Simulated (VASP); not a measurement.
Input of a VASP 6.6.1 run:

INCAR

```
SYSTEM = Ca
PREC     = Accurate       ! precision mode
ENCUT    = 520            ! plane-wave cutoff, eV
EDIFF    = 1E-7           ! SCF threshold, eV
ISMEAR   = -1             ! smearing method
SIGMA    = 0.05           ! smearing width, eV
LREAL    = .False.        ! projectors in reciprocal space
LASPH    = .True.         ! aspherical terms in the spheres
NELM     = 100            ! most SCF steps
ALGO     = Normal         ! electronic algorithm
ISIF     = 2              ! what is computed and relaxed
LWAVE    = .False.        ! write WAVECAR
LCHARG   = .True.         ! write CHGCAR
GGA      = PS             ! functional
LELF     = .True.         ! ELF
LVHAR    = .True.       
NBANDS   = 11             ! bands
```

The input KPOINTS:

```
Automatic mesh
0
Gamma
  11 11 11
  0 0 0
```

POSCAR

```
Ca
1.0
    0.0000000000      2.8500840000      2.7942000000
    2.8500840000      0.0000000000      2.7942000000
    2.8500840000      2.8500840000      0.0000000000
Ca
1
Direct
    0.0000000000      0.0000000000      0.0000000000
```

Potentials or basis: VASP PAW PBE potentials, release 64 (Ca_sv).

Run with:

```sh
$ cat potpaw_PBE.64/Ca_sv/POTCAR > POTCAR
$ mpirun -np 1 vasp_std > vasp.out
```

What does it give for the pressure?

-1.7 GPa.

Predict the band gap on the k mesh.

zero (band 5 reaches 1.80 eV, above the bottom of band 6 at 1.45 eV).

Stress tensor (GPa, compression positive):
```
-1.72  0.00  0.00
 0.00 -1.72  0.00
 0.00  0.00 -1.60
```

Caveat: the cell differs from its parent crystal (equal xx and yy strain of +2 %); the PAW data sets were made with another functional, which shifts forces and pressure a little.
